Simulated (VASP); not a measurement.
# Ti3HN3 in VASP: single point with PBE

Aim: the single point of Ti3HN3 with PBE.

Everything below comes from runs of VASP 6.6.1. Logs are shortened: lines on timing, memory, paths and dates and some standing lists are left out, and cuts for length are marked.

## (1) The cell of the first run

The cell holds a slab with vacuum, 7 atoms: a = 3.003 Å, b = 3.003 Å, c = 19.758 Å, α = 90.00°, β = 90.00°, γ = 90.00°.

## (2) Single point, PBE

Input file INCAR:

```
PREC = Accurate
ENCUT = 520
EDIFF = 1E-6
ISMEAR = 0
SIGMA = 0.1
LREAL = F
LASPH = T
NELM = 60
ALGO = Normal
ISIF = 2
LWAVE = F
LCHARG = F
LDIPOL = T
IDIPOL = 3
DIPOL = 0.5 0.5 0.332
GGA = PE
NBANDS = 35
```

Input file KPOINTS:

```
regular mesh
0
Gamma
  9 9 1
```

Input file POSCAR:

```
Ti3HN3
1.0
    3.0028555065      0.0000000000      0.0000000000
    0.0000000000      3.0028555065      0.0000000000
    0.0000000000      0.0000000000     19.7584945265
Ti N H
3 3 1
Direct
    0.5000000000      0.5000000000      0.2024445736
    0.0000000000      0.0000000000      0.3072496201
    0.5000000000      0.5000000000      0.4076776418
    0.0000000000      0.0000000000      0.2024445736
    0.5000000000      0.5000000000      0.3055678856
    0.0000000000      0.0000000000      0.4179718508
    0.0000000000      0.5000000000      0.4835590991
```

Potentials or basis: VASP PAW PBE potentials, release 64 (Ti_sv, N, H).

The run is started by

```console
> cat potpaw_PBE.64/Ti_sv/POTCAR potpaw_PBE.64/N/POTCAR potpaw_PBE.64/H/POTCAR > POTCAR
> mpirun -np 1 vasp_std > vasp.out
```

OUTCAR:

```text
PREC = Accurate
   ENCUT = 520
   EDIFF = 1E-6
   ISMEAR = 0
   LREAL = F
   LASPH = T
   NELM = 60
   ISIF = 2
   GGA = PE

 ion  position               nearest neighbor table
   1  0.500  0.500  0.202-   5 2.04   4 2.12   4 2.12   4 2.12   4 2.12
   2  0.000  0.000  0.307-   4 2.07   5 2.12   5 2.12   5 2.12   5 2.12   6 2.19   3 2.91   3 2.91
                             3 2.91   3 2.91
   3  0.500  0.500  0.408-   5 2.02   6 2.13   6 2.13   6 2.13   6 2.13   2 2.91   2 2.91   2 2.91
                             2 2.91
   4  0.000  0.000  0.202-   2 2.07   1 2.12   1 2.12   1 2.12   1 2.12
   5  0.500  0.500  0.306-   3 2.02   1 2.04   2 2.12   2 2.12   2 2.12   2 2.12
   6  0.000  0.000  0.418-   3 2.13   3 2.13   3 2.13   3 2.13   2 2.19
   7  0.000  0.500  0.484-

  LATTYP: Found a simple tetragonal cell.
 ALAT       =     3.0028555065
 C/A-ratio  =     6.5799018580

  Lattice vectors:

 A1 = (   3.0028555065,   0.0000000000,   0.0000000000)
 A2 = (   0.0000000000,   3.0028555065,   0.0000000000)
 A3 = (   0.0000000000,   0.0000000000,  19.7584945265)

Analysis of symmetry for initial positions (statically):
=====================================================================
 Subroutine PRICEL returns:
 Original cell was already a primitive cell.

 Routine SETGRP: Setting up the symmetry group for a
 simple tetragonal supercell.

 Subroutine GETGRP returns: Found  4 space group operations
 (whereof  4 operations were pure point group operations)
 out of a pool of 16 trial point group operations.

The static configuration has the point symmetry C_2v.

Analysis of symmetry for dynamics (positions and initial velocities):
=====================================================================
 Subroutine PRICEL returns:
 Original cell was already a primitive cell.

 Routine SETGRP: Setting up the symmetry group for a
 simple tetragonal supercell.

 Subroutine GETGRP returns: Found  4 space group operations
 (whereof  4 operations were pure point group operations)
 out of a pool of 16 trial point group operations.

The dynamic configuration has the point symmetry C_2v.

 Subroutine INISYM returns: Found  4 space group operations
 (whereof  4 operations are pure point group operations),
 and found     1 'primitive' translations

----------------------------------------------------------------------------------------

                                     Primitive cell

  volume of cell :     178.1651

  direct lattice vectors                    reciprocal lattice vectors
     3.002855506  0.000000000  0.000000000     0.333016357  0.000000000  0.000000000
     0.000000000  3.002855506  0.000000000     0.000000000  0.333016357  0.000000000
     0.000000000  0.000000000 19.758494527     0.000000000  0.000000000  0.050611143

  length of vectors
     3.002855506  3.002855506 19.758494527     0.333016357  0.333016357  0.050611143

  position of ions in fractional coordinates (direct lattice)
     0.500000000  0.500000000  0.202444574
     0.000000000  0.000000000  0.307249620
     0.500000000  0.500000000  0.407677642
     0.000000000  0.000000000  0.202444574
     0.500000000  0.500000000  0.305567886
     0.000000000  0.000000000  0.417971851
     0.000000000  0.500000000  0.483559099

  ion indices of the primitive-cell ions
   primitive index   ion index
                 1           1
                 2           2
                 3           3
                 4           4
                 5           5
                 6           6
                 7           7

----------------------------------------------------------------------------------------

 KPOINTS: regular mesh

Automatic generation of k-mesh.
 Grid dimensions read from file:
 generate k-points for:    9    9    1

 Generating k-lattice:

  Cartesian coordinates                     Fractional coordinates (reciprocal lattice)
     0.037001817  0.000000000  0.000000000     0.111111111  0.000000000  0.000000000
     0.000000000  0.037001817  0.000000000     0.000000000  0.111111111  0.000000000
     0.000000000  0.000000000  0.050611143     0.000000000  0.000000000  1.000000000

  Length of vectors
     0.037001817  0.037001817  0.050611143

  Shift w.r.t. Gamma in fractional coordinates (k-lattice)
     0.000000000  0.000000000  0.000000000

 Subroutine IBZKPT returns following result:
 ===========================================

 Found     25 irreducible k-points:

 Following reciprocal coordinates:
            Coordinates               Weight
  0.000000  0.000000  0.000000      1.000000
  0.111111  0.000000  0.000000      2.000000
  0.000000  0.111111  0.000000      2.000000
  0.222222  0.000000  0.000000      2.000000
  0.000000  0.222222  0.000000      2.000000
  0.333333  0.000000  0.000000      2.000000
[... 16 lines left out ...]
  0.444444  0.333333  0.000000      4.000000
 -0.333333  0.444444  0.000000      4.000000
   k-points           NKPTS =     25   k-points in BZ     NKDIM =     25   number of bands    NBANDS=     35
   number of dos      NEDOS =    301   number of ions     NIONS =      7
   total plane-waves  NPLWV =  86400
   dimension x,y,z NGX =    24 NGY =   24 NGZ =  150
   dimension x,y,z NGXF=    48 NGYF=   48 NGZF=  300
   ions per type =               3   3   1
   NGX,Y,Z   is equivalent  to a cutoff of  13.29, 13.29, 12.62 a.u.
   NGXF,Y,Z  is equivalent  to a cutoff of  26.57, 26.57, 25.24 a.u.
 SYSTEM =  unknown system
   PREC   = accura    normal or accurate (medium, high low for compatibility)
   ISTART =      0    job   : 0-new  1-cont  2-samecut
   ICHARG =      2    charge: 1-file 2-atom 10-const
   ISPIN  =      1    spin polarized calculation?
   LNONCOLLINEAR =      F non collinear calculations
   LSORBIT =      F    spin-orbit coupling
   LASPH  =      T    aspherical Exc in radial PAW
   ENCUT  =  520.0 eV  38.22 Ry    6.18 a.u.   5.58  5.58 36.74*2*pi/ulx,y,z
   NELM   =     60;   NELMIN=  2; NELMDL= -5     # of ELM steps
   EDIFF  = 0.1E-05   stopping-criterion for ELM
   LREAL  =      F    real-space projection
   EDIFFG = 0.1E-04   stopping-criterion for IOM
   NSW    =      0    number of steps for IOM
   IBRION =     -1    ionic relax: 0-MD 1-quasi-New 2-CG
   NFREE  =      0    steps in history (QN), initial steepest desc. (CG)
   ISIF   =      2    stress and relaxation
   ISYM   =      2    0-nonsym 1-usesym 2-fastsym
   POTIM  = 0.5000    time-step for ionic-motion
   TEBEG  =    0.0;   TEEND  =   0.0 temperature during run
   PSTRESS=    0.0 pullay stress
   NELECT =      52.0000    total number of electrons
   NUPDOWN=      -1.0000    fix difference up-down
   EMIN   =  10.00;   EMAX   =-10.00  energy-range for DOS
   EFERMI =   0.00;   METHOD = LEGACY
   ISMEAR =     0;   SIGMA  =   0.10  broadening in eV -4-tet -1-fermi 0-gaus
   EFERMI_NEDOS =   21; number of points for ismear=-14 and -15
   IALGO  =     38    algorithm
   IMIX   =      4    mixing-type and parameters
     AMIX     =   0.40;   BMIX     =  1.00
     AMIX_MAG =   1.60;   BMIX_MAG =  1.00
  volume/ion in A,a.u.               =      25.45       171.76
  Fermi-wavevector in a.u.,A,eV,Ry     =   1.085930  2.052110 16.044579  1.179243
  Thomas-Fermi vector in A             =   2.222055
   LORBIT       =      0    0 simple, 1 ext, 2 COOP (PROOUT), +10 PAW based schemes
   GGA     = PE    functional components
   LHFCALC =     F    Hartree Fock is set to
   AEXX    =    0.0000 exact exchange contribution
   IVDW    =     0    specifies the selected vdW correction
   LEPSILON=     F    determine dielectric tensor
   LRPA    =     F    only Hartree local field effects (RPA)
 non-spin polarized calculation
 Gauss-broadening in eV      SIGMA  =   0.10
  energy-cutoff  :      520.00
  volume of cell :      178.17
 maximum number of plane-waves:      4826
 NGX is ok and might be reduce to    24
   NGX = 11   NGY = 11   NGZ = 73

 dipolmoment           0.000000      0.000000     -0.458300 electrons x Angstroem

 number of electron      51.9999999 magnetization

 dipolmoment           0.000000      0.000000      0.133259 electrons x Angstroem

 Free energy of the ion-electron system (eV)
  ---------------------------------------------------
  ext. energy  EPLUGINS =         0.00000000
  ---------------------------------------------------
  free energy    TOTEN  =       -58.99614608 eV

  energy without entropy =      -58.97444347  energy(sigma->0) =      -58.98529478

 E-fermi :   1.0780     XC(G=0):  -5.3440

 val. band max:        1.0535310781   @ k =   0.0000   0.2222   0.0000
 cond. band min:       1.1207095554   @ k =   0.2222   0.0000   0.0000
 fundamental gap:      0.0671784773
 Fermi energy:         1.0779888761

 k-point     1 :       0.0000    0.0000    0.0000
  band No.  band energies     occupation
      1     -56.8197      2.00000
      2     -56.6094      2.00000
      3     -56.4765      2.00000
      4     -33.2753      2.00000
      5     -32.9843      2.00000
      6     -32.9143      2.00000
[... 27 lines left out ...]
     34       2.7223      0.00000
     35       2.7542      0.00000

 k-point     2 :       0.1111    0.0000    0.0000
  band No.  band energies     occupation
      1     -56.8155      2.00000
      2     -56.6039      2.00000
      3     -56.4749      2.00000
      4     -33.2719      2.00000
      5     -33.0125      2.00000
      6     -32.9268      2.00000
[... 27 lines left out ...]
     34       2.8967      0.00000
     35       3.0482      0.00000
[... 796 lines left out ...]
     34       3.6648      0.00000
     35       3.8256      0.00000

 k-point    24 :      -0.3333    0.4444    0.0000
  band No.  band energies     occupation
      1     -56.7626      2.00000
      2     -56.5382      2.00000
      3     -56.4429      2.00000
      4     -33.2305      2.00000
      5     -33.1940      2.00000
      6     -33.1170      2.00000
[... 27 lines left out ...]
     34       3.5388      0.00000
     35       3.7824      0.00000

 [... further k-points ...]

------------------------ aborting loop because EDIFF is reached ----------------------------------------

 vacuum level on the upper side and lower side of the slab       (xc-potential included)         1.295        -1.307

  FORCE on cell =-STRESS in cart. coord.  units (eV):
  Direction    XX          YY          ZZ          XY          YZ          ZX
  --------------------------------------------------------------------------------------
  -------------------------------------------------------------------------------------
  Total       -5.5541664     -2.0110526      1.2294675      0.0000000      0.0000000      0.0000000
  in kB      -49.9466943    -18.0846996     11.0561756      0.0000000      0.0000000      0.0000000
  external PRESSURE =     -18.9917394 kB  Pullay stress =       0.0000000 kB

 VOLUME and BASIS-vectors are now :
 -----------------------------------------------------------------------------
  energy-cutoff  :      520.00
  volume of cell :      178.17
      direct lattice vectors                 reciprocal lattice vectors
     3.002855506  0.000000000  0.000000000     0.333016357  0.000000000  0.000000000
     0.000000000  3.002855506  0.000000000     0.000000000  0.333016357  0.000000000
     0.000000000  0.000000000 19.758494527     0.000000000  0.000000000  0.050611143

 POSITION                                       TOTAL-FORCE (eV/Angst)
 -----------------------------------------------------------------------------------
      1.50143      1.50143      4.00000         0.000000      0.000000      1.240787
      0.00000      0.00000      6.07079         0.000000      0.000000      0.067865
      1.50143      1.50143      8.05510         0.000000      0.000000      2.435905
      0.00000      0.00000      4.00000         0.000000      0.000000     -1.539393
      1.50143      1.50143      6.03756         0.000000      0.000000     -0.304514
      0.00000      0.00000      8.25849         0.000000      0.000000     -1.887687
      0.00000      1.50143      9.55440         0.000000      0.000000     -0.012963
 -----------------------------------------------------------------------------------
    total drift:                                0.000000     -0.000000      0.000720

  FREE ENERGIE OF THE ION-ELECTRON SYSTEM (eV)
  ---------------------------------------------------
  free  energy   TOTEN  =       -58.9961460832 eV

  energy  without entropy=      -58.9744434690  energy(sigma->0) =      -58.98529478

 vacuum level on the upper side and lower side of the slab         6.338         3.661
```

It took 3.1 min on 1 thread of Intel Xeon 6975P-C (Granite Rapids), shared host; peak memory 0.34 GiB.

Results:

```yaml
Free_energy: -58.9961 eV
Largest_force: 2.436 eV/Å
Band_gap_on_the_k_mesh: zero (band 26 reaches 1.99 eV, above the bottom of band 27 at 0.14 eV)
```

Forces on the atoms (eV/Å):
```
Ti   0.000  0.000  1.241
Ti   0.000  0.000  0.068
Ti   0.000  0.000  2.436
N    0.000  0.000 -1.539
N    0.000  0.000 -0.305
N    0.000  0.000 -1.888
H    0.000  0.000 -0.013
```

Levels at points of the mesh, in eV from the Fermi level:
```tsv
k point	band 22	band 23	band 24	band 25	band 26	band 27	band 28	band 29	band 30	band 31
(0.00, 0.00, 0.00)	-2.51	-2.47	-2.10	-2.02	-1.82	-0.94	-0.42	0.09	0.11	0.75
```
